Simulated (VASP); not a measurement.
# Sb in VASP: single point with PBE+D3(BJ)

Aim: the single point of Sb with PBE+D3(BJ).

Program: VASP 6.6.1. These are calculated values, not measurements. Logs are shortened: lines on timing, memory, paths and dates and some standing lists are left out, and cuts for length are marked.

**1. The cell of the first run**

The cell holds a slab with vacuum, 4 atoms: a = 4.069 Å, b = 4.069 Å, c = 20.800 Å, α = 90.00°, β = 90.00°, γ = 120.00°.

**2. Single point, PBE+D3(BJ) (layers slid over each other)**

Input file INCAR:

```
PREC     = Accurate       # precision mode
ENCUT    = 400            # plane-wave cutoff, eV
EDIFF    = 1E-6           # SCF threshold, eV
ISMEAR   = 0              # smearing method
SIGMA    = 0.05           # smearing width, eV
LREAL    = False          # projectors in reciprocal space
LASPH    = True           # aspherical terms in the spheres
NELM     = 120            # most SCF steps
ALGO     = Normal         # electronic algorithm
ISIF     = 2              # what is computed and relaxed
LWAVE    = False          # write WAVECAR
LCHARG   = False          # write CHGCAR
LDIPOL   = True         
IDIPOL   = 3            
DIPOL    = 0.5 0.5 0.388
GGA      = PE             # functional
IVDW     = 12             # dispersion correction
NBANDS   = 38             # bands
GGA_COMPAT= False        
NELMDL   = -8
```

Input file KPOINTS:

```
Automatic mesh
0
Gamma
  9 9 1
```

Input file POSCAR:

```
Sb
1.0
    4.0686848921      0.0000000000      0.0000000000
   -2.0343424461      3.5235844766      0.0000000000
    0.0000000000      0.0000000000     20.8000277116
Sb
4
Direct
    0.3333333333      0.6666666667      0.2956733491
    0.6666666667      0.3333333333      0.2163458656
    0.3333333333      1.6666666667      0.5600967399
    0.6666666667      1.3333333333      0.4807692564
```

Potentials or basis: VASP PAW PBE potentials, release 64 (Sb_d_GW).

On the command line:

```sh
cat potpaw_PBE.64/Sb_d_GW/POTCAR > POTCAR
mpirun -np 1 vasp_std > vasp.out
```

OUTCAR:

```text
PREC = Accurate
   ENCUT = 400
   EDIFF = 1E-6
   ISMEAR = 0
   LREAL = False
   LASPH = True
   NELM = 120
   ISIF = 2
   GGA = PE
   IVDW = 12
   NELMDL = -8
 IVDW          = 12

 ion  position               nearest neighbor table
   1  0.333  0.667  0.296-   2 2.87   2 2.87   2 2.87
   2  0.667  0.333  0.216-   1 2.87   1 2.87   1 2.87
   3  0.333  0.667  0.560-   4 2.87   4 2.87   4 2.87
   4  0.667  0.333  0.481-   3 2.87   3 2.87   3 2.87

  LATTYP: Found a hexagonal cell.
 ALAT       =     4.0686848921
 C/A-ratio  =     5.1122237930

  Lattice vectors:

 A1 = (   4.0686848921,   0.0000000000,   0.0000000000)
 A2 = (  -2.0343424461,   3.5235844766,   0.0000000000)
 A3 = (   0.0000000000,   0.0000000000,  20.8000277116)

Analysis of symmetry for initial positions (statically):
=====================================================================
 Subroutine PRICEL returns:
 Original cell was already a primitive cell.

 Routine SETGRP: Setting up the symmetry group for a
 hexagonal supercell.

 Subroutine GETGRP returns: Found 12 space group operations
 (whereof  6 operations were pure point group operations)
 out of a pool of 24 trial point group operations.

The static configuration has the point symmetry C_3v.
 The point group associated with its full space group is D_3d.

Analysis of symmetry for dynamics (positions and initial velocities):
=====================================================================
 Subroutine PRICEL returns:
 Original cell was already a primitive cell.

 Routine SETGRP: Setting up the symmetry group for a
 hexagonal supercell.

 Subroutine GETGRP returns: Found 12 space group operations
 (whereof  6 operations were pure point group operations)
 out of a pool of 24 trial point group operations.

The dynamic configuration has the point symmetry C_3v.
 The point group associated with its full space group is D_3d.

 Subroutine INISYM returns: Found 12 space group operations
 (whereof  6 operations are pure point group operations),
 and found     1 'primitive' translations

----------------------------------------------------------------------------------------

                                     Primitive cell

  volume of cell :     298.1966

  direct lattice vectors                    reciprocal lattice vectors
     4.068684892  0.000000000  0.000000000     0.245779663  0.141900954  0.000000000
    -2.034342446  3.523584477  0.000000000     0.000000000  0.283801909  0.000000000
     0.000000000  0.000000000 20.800027712     0.000000000  0.000000000  0.048076859

  length of vectors
     4.068684892  4.068684892 20.800027712     0.283801909  0.283801909  0.048076859

  position of ions in fractional coordinates (direct lattice)
[... 83 lines left out ...]
   EMIN   =  10.00;   EMAX   =-10.00  energy-range for DOS
   EFERMI =   0.00;   METHOD = LEGACY
   ISMEAR =     0;   SIGMA  =   0.05  broadening in eV -4-tet -1-fermi 0-gaus
   EFERMI_NEDOS =   21; number of points for ismear=-14 and -15
   IALGO  =     38    algorithm
   IMIX   =      4    mixing-type and parameters
     AMIX     =   0.40;   BMIX     =  1.00
     AMIX_MAG =   1.60;   BMIX_MAG =  1.00
  volume/ion in A,a.u.               =      74.55       503.08
  Fermi-wavevector in a.u.,A,eV,Ry     =   0.959307  1.812828 12.521037  0.920270
  Thomas-Fermi vector in A             =   2.088492
   LORBIT       =      0    0 simple, 1 ext, 2 COOP (PROOUT), +10 PAW based schemes
   GGA     = PE    functional components
   LHFCALC =     F    Hartree Fock is set to
   AEXX    =    0.0000 exact exchange contribution
   IVDW    =    12    specifies the selected vdW correction
   LEPSILON=     F    determine dielectric tensor
   LRPA    =     F    only Hartree local field effects (RPA)
 non-spin polarized calculation
 Gauss-broadening in eV      SIGMA  =   0.05
  energy-cutoff  :      400.00
  volume of cell :      298.20
 maximum number of plane-waves:      5503
 NGX is ok and might be reduce to    28
   NGX = 13   NGY = 13   NGZ = 67

 dipolmoment           0.000000      0.000000      0.000205 electrons x Angstroem

 number of electron      59.9999993 magnetization

 dipolmoment           0.000000      0.000000     -0.000010 electrons x Angstroem

 Free energy of the ion-electron system (eV)
  ---------------------------------------------------
  ext. energy  EPLUGINS =         0.00000000
  ---------------------------------------------------
  free energy    TOTEN  =       -16.31584945 eV

  energy without entropy =      -16.31584945  energy(sigma->0) =      -16.31584945

 E-fermi :  -0.5781     XC(G=0):  -4.9116

 val. band max:       -0.8569161516   @ k =   0.0000   0.0000   0.0000
 cond. band min:       0.0311797515   @ k =   0.3333  -0.0000   0.0000
 fundamental gap:      0.8880959030
 Fermi energy:        -0.5780916622

 k-point     1 :       0.0000    0.0000    0.0000
  band No.  band energies     occupation
      1     -29.5484      2.00000
      2     -29.5484      2.00000
      3     -29.5483      2.00000
      4     -29.5483      2.00000
      5     -29.4720      2.00000
      6     -29.4720      2.00000
[... 481 lines left out ...]
     37       5.2564      0.00000
     38       6.4489      0.00000

------------------------ aborting loop because EDIFF is reached ----------------------------------------

 vacuum level on the upper side and lower side of the slab       (xc-potential included)        -0.151        -0.147

 Edisp (eV)   -1.16584

 E8    (eV) :    -0.5595

  FORCE on cell =-STRESS in cart. coord.  units (eV):
  Direction    XX          YY          ZZ          XY          YZ          ZX
  --------------------------------------------------------------------------------------
  -------------------------------------------------------------------------------------
  Total      -0.30884    -0.30884    -0.92809     0.00000     0.00000    -0.00000
  in kB      -1.65936    -1.65936    -4.98651     0.00000     0.00000    -0.00000
  external pressure =       -2.77 kB  Pullay stress =        0.00 kB

 VOLUME and BASIS-vectors are now :
 -----------------------------------------------------------------------------
  energy-cutoff  :      400.00
  volume of cell :      298.20
      direct lattice vectors                 reciprocal lattice vectors
     4.068684892  0.000000000  0.000000000     0.245779663  0.141900954  0.000000000
    -2.034342446  3.523584477  0.000000000     0.000000000  0.283801909  0.000000000
     0.000000000  0.000000000 20.800027712     0.000000000  0.000000000  0.048076859

 POSITION                                       TOTAL-FORCE (eV/Angst)
 -----------------------------------------------------------------------------------
     -0.00000      2.34906      6.15001         0.000000     -0.000000      0.125123
      2.03434      1.17453      4.50000        -0.000000     -0.000000      0.023825
     -0.00000      2.34906     11.65003         0.000000     -0.000000     -0.023825
      2.03434      1.17453     10.00001         0.000000      0.000000     -0.125123
 -----------------------------------------------------------------------------------
    total drift:                                0.000000     -0.000001     -0.001099

  FREE ENERGIE OF THE ION-ELECTRON SYSTEM (eV)
  ---------------------------------------------------
  free  energy   TOTEN  =       -17.4816911702 eV

  energy  without entropy=      -17.4816911702  energy(sigma->0) =      -17.48169117

 vacuum level on the upper side and lower side of the slab         3.699         3.705
```

OSZICAR:

```text
N       E                     dE             d eps       ncg     rms          rms(c)
DAV:   1     0.731723550618E+03    0.73172E+03   -0.18905E+04  1294   0.117E+04
DAV:   2     0.293890236197E+03   -0.43783E+03   -0.42173E+03  1412   0.232E+03
DAV:   3     0.656034154519E+02   -0.22829E+03   -0.22441E+03  1568   0.483E+02
[... 15 lines left out ...]
DAV:  19    -0.163158235885E+02   -0.33460E-04   -0.90222E-07   864   0.929E-02    0.107E-03
DAV:  20    -0.163158436632E+02   -0.20075E-04   -0.95369E-07   764   0.324E-02    0.487E-04
DAV:  21    -0.163158475867E+02   -0.39236E-05   -0.48992E-07   806   0.488E-02    0.399E-04
DAV:  22    -0.163158490008E+02   -0.14141E-05   -0.31956E-07   736   0.296E-02    0.227E-04
DAV:  23    -0.163158494504E+02   -0.44959E-06   -0.34363E-07   668   0.208E-02
   1 F= -.17481691E+02 E0= -.17481691E+02  d E =-.217549E-16
```

stdout:

```text
POSCAR found type information on POSCAR Sb
 POSCAR found :  1 types and       4 ions
 scaLAPACK will be used
 LDA part: xc-table for (Slater+PW92), standard interpolation
 POSCAR, INCAR and KPOINTS ok, starting setup
 FFT: planning ... GRIDC
 FFT: planning ... GRID_SOFT
 FFT: planning ... GRID
 WAVECAR not read
 entering main loop
```

Wall time 4.1 min (1 thread of Intel Xeon Platinum 8375C at 2.90GHz (Ice Lake), shared host); peak memory 0.35 GiB.

What came out:

```yaml
Free_energy: -17.4817 eV
Largest_force: 0.125 eV/Å
Band_gap_on_the_k_mesh: 0.89 eV (least direct gap 1.51 eV)
Dispersion_energy_per_atom: -0.291 eV
```

Forces in eV/Å, atoms in the order of the input:
```
Sb   0.000  0.000  0.125
Sb   0.000  0.000  0.024
Sb   0.000  0.000 -0.024
Sb   0.000  0.000 -0.125
```

Caveat: the cell differs from its parent crystal (layers slid over each other); spin-orbit coupling is left out, which moves the levels of the heavy elements.
